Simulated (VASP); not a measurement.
# Hf (Im-3m) in VASP: further runs

Runs on Hf. Level: PBE. Tasks: single point, relaxation of cell and atoms.

Everything below comes from runs of VASP 6.6.1. Logs are shortened: lines on timing, memory, paths and dates and some standing lists are left out, and cuts for length are marked.

## 1. The cell of the first run

It takes space group Im-3m (No. 229, cubic). The conventional cell has a = 3.570 Å, b = 3.570 Å, c = 3.570 Å, α = 90.00°, β = 90.00°, γ = 90.00°. Within 4.1 Å of Hf (site symmetry m-3m) lie 14 Hf at 3.09 to 3.57 Å.

## 2. Single point, PBE

File INCAR:

```
SYSTEM = Hf
ALGO = Normal
EDIFF = 1E-7
ENCUT = 520
GGA = PE
ISIF = 2
ISMEAR = -1
LASPH = .TRUE.
LCHARG = .TRUE.
LELF = .TRUE.
LREAL = .FALSE.
LVHAR = .TRUE.
LWAVE = .FALSE.
NBANDS = 11
NELM = 80
PREC = Accurate
SIGMA = 0.1
```

File KPOINTS:

```
k-points
0
G
  15 15 15
  0 0 0
```

File POSCAR:

```
Hf
1.0
   -1.7849734805      1.7849734805      1.7849734805
    1.7849734805     -1.7849734805      1.7849734805
    1.7849734805      1.7849734805     -1.7849734805
Hf
1
Direct
    0.0000000000      0.0000000000      0.0000000000
```

Potentials or basis: VASP PAW PBE potentials, release 64 (Hf_pv).

Run with:

```
cat potpaw_PBE.64/Hf_pv/POTCAR > POTCAR
mpirun -np 1 vasp_std > vasp.out
```

OUTCAR:

```text
SYSTEM = Hf
   EDIFF = 1E-7
   ENCUT = 520
   GGA = PE
   ISIF = 2
   ISMEAR = -1
   LASPH = .TRUE.
   LREAL = .FALSE.
   NELM = 80
   PREC = Accurate

 ion  position               nearest neighbor table
   1  0.000  0.000  0.000-

  LATTYP: Found a body centered cubic cell.
 ALAT       =     3.5699469610

  Lattice vectors:

 A1 = (  -1.7849734805,   1.7849734805,   1.7849734805)
 A2 = (   1.7849734805,  -1.7849734805,   1.7849734805)
 A3 = (   1.7849734805,   1.7849734805,  -1.7849734805)

Analysis of symmetry for initial positions (statically):
=====================================================================
 Subroutine PRICEL returns:
 Original cell was already a primitive cell.

 Routine SETGRP: Setting up the symmetry group for a
 body centered cubic supercell.

 Subroutine GETGRP returns: Found 48 space group operations
 (whereof 48 operations were pure point group operations)
 out of a pool of 48 trial point group operations.

The static configuration has the point symmetry O_h .

Analysis of symmetry for dynamics (positions and initial velocities):
=====================================================================
 Subroutine PRICEL returns:
 Original cell was already a primitive cell.

 Routine SETGRP: Setting up the symmetry group for a
 body centered cubic supercell.

 Subroutine GETGRP returns: Found 48 space group operations
 (whereof 48 operations were pure point group operations)
 out of a pool of 48 trial point group operations.

The dynamic configuration has the point symmetry O_h .

 Subroutine INISYM returns: Found 48 space group operations
 (whereof 48 operations are pure point group operations),
 and found     1 'primitive' translations

----------------------------------------------------------------------------------------

                                     Primitive cell

  volume of cell :      22.7486

  direct lattice vectors                    reciprocal lattice vectors
    -1.784973480  1.784973480  1.784973480     0.000000000  0.280116206  0.280116206
     1.784973480 -1.784973480  1.784973480     0.280116206  0.000000000  0.280116206
     1.784973480  1.784973480 -1.784973480     0.280116206  0.280116206  0.000000000

  length of vectors
     3.091664758  3.091664758  3.091664758     0.396144138  0.396144138  0.396144138

  position of ions in fractional coordinates (direct lattice)
     0.000000000  0.000000000  0.000000000

  ion indices of the primitive-cell ions
   primitive index   ion index
                 1           1

----------------------------------------------------------------------------------------

 KPOINTS: k-points

Automatic generation of k-mesh.
 Grid dimensions read from file:
 generate k-points for:   15   15   15

 Generating k-lattice:

  Cartesian coordinates                     Fractional coordinates (reciprocal lattice)
     0.000000000  0.018674414  0.018674414     0.066666667  0.000000000  0.000000000
     0.018674414  0.000000000  0.018674414     0.000000000  0.066666667  0.000000000
     0.018674414  0.018674414  0.000000000     0.000000000  0.000000000  0.066666667

  Length of vectors
     0.026409609  0.026409609  0.026409609

  Shift w.r.t. Gamma in fractional coordinates (k-lattice)
     0.000000000  0.000000000  0.000000000

 Subroutine IBZKPT returns following result:
 ===========================================

 Found    120 irreducible k-points:

 Following reciprocal coordinates:
            Coordinates               Weight
  0.000000  0.000000  0.000000      1.000000
  0.066667  0.000000  0.000000     12.000000
  0.133333  0.000000  0.000000     12.000000
  0.200000  0.000000  0.000000     12.000000
  0.266667  0.000000  0.000000     12.000000
  0.333333  0.000000  0.000000     12.000000
[... 16 lines left out ...]
  0.333333  0.200000  0.000000     48.000000
  0.400000  0.200000  0.000000     24.000000
 [... further k-points ...]
   k-points           NKPTS =    120   k-points in BZ     NKDIM =    120   number of bands    NBANDS=     11
   number of dos      NEDOS =    301   number of ions     NIONS =      1
   total plane-waves  NPLWV =  13824
   dimension x,y,z NGX =    24 NGY =   24 NGZ =   24
   dimension x,y,z NGXF=    48 NGYF=   48 NGZF=   48
   ions per type =               1
   NGX,Y,Z   is equivalent  to a cutoff of  12.91, 12.91, 12.91 a.u.
   NGXF,Y,Z  is equivalent  to a cutoff of  25.81, 25.81, 25.81 a.u.
 SYSTEM =  Hf
   PREC   = accura    normal or accurate (medium, high low for compatibility)
   ISTART =      0    job   : 0-new  1-cont  2-samecut
   ICHARG =      2    charge: 1-file 2-atom 10-const
   ISPIN  =      1    spin polarized calculation?
   LNONCOLLINEAR =      F non collinear calculations
   LSORBIT =      F    spin-orbit coupling
   LASPH  =      T    aspherical Exc in radial PAW
   ENCUT  =  520.0 eV  38.22 Ry    6.18 a.u.   5.75  5.75  5.75*2*pi/ulx,y,z
   NELM   =     80;   NELMIN=  2; NELMDL= -5     # of ELM steps
   EDIFF  = 0.1E-06   stopping-criterion for ELM
   LREAL  =      F    real-space projection
   EDIFFG = 0.1E-05   stopping-criterion for IOM
   NSW    =      0    number of steps for IOM
   IBRION =     -1    ionic relax: 0-MD 1-quasi-New 2-CG
   NFREE  =      0    steps in history (QN), initial steepest desc. (CG)
   ISIF   =      2    stress and relaxation
   ISYM   =      2    0-nonsym 1-usesym 2-fastsym
   POTIM  = 0.5000    time-step for ionic-motion
   TEBEG  =    0.0;   TEEND  =   0.0 temperature during run
   PSTRESS=    0.0 pullay stress
   NELECT =      10.0000    total number of electrons
   NUPDOWN=      -1.0000    fix difference up-down
   EMIN   =  10.00;   EMAX   =-10.00  energy-range for DOS
   EFERMI =   0.00;   METHOD = LEGACY
   ISMEAR =    -1;   SIGMA  =   0.10  broadening in eV -4-tet -1-fermi 0-gaus
   EFERMI_NEDOS =   21; number of points for ismear=-14 and -15
   IALGO  =     38    algorithm
   IMIX   =      4    mixing-type and parameters
     AMIX     =   0.40;   BMIX     =  1.00
     AMIX_MAG =   1.60;   BMIX_MAG =  1.00
  volume/ion in A,a.u.               =      22.75       153.52
  Fermi-wavevector in a.u.,A,eV,Ry     =   1.244772  2.352278 21.081639  1.549457
  Thomas-Fermi vector in A             =   2.379024
   LORBIT       =      0    0 simple, 1 ext, 2 COOP (PROOUT), +10 PAW based schemes
   GGA     = PE    functional components
   LHFCALC =     F    Hartree Fock is set to
   AEXX    =    0.0000 exact exchange contribution
   IVDW    =     0    specifies the selected vdW correction
   LEPSILON=     F    determine dielectric tensor
   LRPA    =     F    only Hartree local field effects (RPA)
 non-spin polarized calculation
  energy-cutoff  :      520.00
  volume of cell :       22.75
 maximum number of plane-waves:       627
   NGX = 11   NGY = 11   NGZ = 11

 number of electron      10.0000002 magnetization

 Free energy of the ion-electron system (eV)
  ---------------------------------------------------
  ext. energy  EPLUGINS =         0.00000000
  ---------------------------------------------------
  free energy    TOTEN  =        -9.77205303 eV

  energy without entropy =       -9.70592510  energy(sigma->0) =       -9.73898907

 E-fermi :   4.4654     XC(G=0): -11.2078

 val. band max:        4.4632592313   @ k =   0.3333   0.2000   0.0667
 cond. band min:       4.4786254245   @ k =  -0.3333  -0.4667   0.0667
 fundamental gap:      0.0153661932
 Fermi energy:         4.4654247027

 k-point     1 :       0.0000    0.0000    0.0000
  band No.  band energies     occupation
      1     -25.4345      2.00000
      2     -25.4345      2.00000
      3     -25.4345      2.00000
      4      -2.5188      2.00000
      5       5.9799      0.00000
      6       5.9799      0.00000
      7       5.9799      0.00000
      8       8.7119      0.00000
      9       8.7119      0.00000
     10      17.6687      0.00000
     11      17.6687      0.00000

 k-point     2 :       0.0667    0.0000    0.0000
  band No.  band energies     occupation
      1     -25.4703      2.00000
      2     -25.4457      2.00000
      3     -25.4347      2.00000
      4      -2.3575      2.00000
      5       5.8660      0.00000
      6       5.9357      0.00000
      7       6.1383      0.00000
      8       8.5285      0.00000
      9       8.7101      0.00000
     10      17.6711      0.00000
     11      17.8224      0.00000

 k-point     3 :       0.1333    0.0000    0.0000
  band No.  band energies     occupation
      1     -25.5699      2.00000
      2     -25.4772      2.00000
      3     -25.4350      2.00000
      4      -1.8921      2.00000
      5       5.5644      0.00003
      6       5.7425      0.00001
      7       6.6075      0.00000
      8       8.2140      0.00000
      9       8.7194      0.00000
     10      17.6674      0.00000
     11      18.1617      0.00000

 k-point     4 :       0.2000    0.0000    0.0000
  band No.  band energies     occupation
      1     -25.7136      2.00000
      2     -25.5232      2.00000
      3     -25.4356      2.00000
      4      -1.1820      2.00000
      5       5.1646      0.00184
      6       5.3473      0.00030
      7       7.3687      0.00000
      8       8.1173      0.00000
      9       8.7725      0.00000
     10      17.6646      0.00000
     11      18.2110      0.00000

 k-point     5 :       0.2667    0.0000    0.0000
  band No.  band energies     occupation
      1     -25.8741      2.00000
      2     -25.5754      2.00000
      3     -25.4362      2.00000
      4      -0.3413      2.00000
      5       4.7557      0.10399
      6       4.9236      0.02026
      7       8.2660      0.00000
      8       8.3860      0.00000
      9       8.8972      0.00000
     10      17.4890      0.00000
     11      17.6476      0.00000
[... 211 lines left out ...]
 k-point    21 :       0.2000    0.2000    0.0000
  band No.  band energies     occupation
      1     -25.9966      2.00000
      2     -25.6460      2.00000
      3     -25.4957      2.00000
      4       0.8822      2.00000
      5       4.1646      1.90586
      6       4.5810      0.47883
      7       7.9961      0.00000
      8       9.3981      0.00000
      9      10.0953      0.00000
     10      16.0255      0.00000
     11      17.6763      0.00000

 k-point    22 :       0.2667    0.2000    0.0000
  band No.  band energies     occupation
      1     -26.0628      2.00000
      2     -25.7168      2.00000
      3     -25.5061      2.00000
      4       1.6195      2.00000
      5       3.9351      1.99010
      6       4.4833      0.91100
      7       8.2391      0.00000
      8       9.3916      0.00000
      9      11.3477      0.00000
     10      14.6680      0.00000
     11      17.5873      0.00000

 k-point    23 :       0.3333    0.2000    0.0000
  band No.  band energies     occupation
      1     -26.1011      2.00000
      2     -25.7728      2.00000
      3     -25.5110      2.00000
      4       2.0327      2.00000
      5       3.9380      1.98981
      6       4.5104      0.77881
      7       8.4114      0.00000
      8       9.4553      0.00000
      9      12.4981      0.00000
     10      13.3973      0.00000
     11      16.6968      0.00000

 k-point    24 :       0.4000    0.2000    0.0000
  band No.  band energies     occupation
      1     -26.1133      2.00000
      2     -25.7942      2.00000
      3     -25.5125      2.00000
      4       2.1331      2.00000
      5       3.9733      1.98553
      6       4.5806      0.48029
      7       8.4080      0.00000
      8       9.6074      0.00000
      9      12.7776      0.00000
     10      13.0837      0.00000
     11      16.2756      0.00000

 [... further k-points ...]

------------------------ aborting loop because EDIFF is reached ----------------------------------------

  FORCE on cell =-STRESS in cart. coord.  units (eV):
  Direction    XX          YY          ZZ          XY          YZ          ZX
  --------------------------------------------------------------------------------------
  -------------------------------------------------------------------------------------
  Total       -0.2919878     -0.2919878     -0.2919878      0.0000000     -0.0000000      0.0000000
  in kB      -20.5645898    -20.5645898    -20.5645898      0.0000000     -0.0000000      0.0000000
  external PRESSURE =     -20.5645898 kB  Pullay stress =       0.0000000 kB

 VOLUME and BASIS-vectors are now :
 -----------------------------------------------------------------------------
  energy-cutoff  :      520.00
  volume of cell :       22.75
      direct lattice vectors                 reciprocal lattice vectors
    -1.784973480  1.784973480  1.784973480     0.000000000  0.280116206  0.280116206
     1.784973480 -1.784973480  1.784973480     0.280116206  0.000000000  0.280116206
     1.784973480  1.784973480 -1.784973480     0.280116206  0.280116206  0.000000000

 POSITION                                       TOTAL-FORCE (eV/Angst)
 -----------------------------------------------------------------------------------
      0.00000      0.00000      0.00000         0.000000      0.000000      0.000000
 -----------------------------------------------------------------------------------
    total drift:                                0.000000      0.000000     -0.000000

  FREE ENERGIE OF THE ION-ELECTRON SYSTEM (eV)
  ---------------------------------------------------
  free  energy   TOTEN  =        -9.7720530310 eV

  energy  without entropy=       -9.7059251014  energy(sigma->0) =       -9.73898907
```

Run time: 15 s. Hardware: 1 thread of Intel Xeon 6975P-C, shared host; peak memory 0.16 GiB.

What came out:

| Item | Value |
| --- | --- |
| Free energy | -9.7721 eV |
| Pressure | -2.1 GPa |
| Band gap on the k mesh | zero (band 5 reaches 5.98 eV, above the bottom of band 6 at 3.73 eV) |

Caveat: spin-orbit coupling is left out, which moves the levels of the heavy elements.

[end of part 1 of 2]
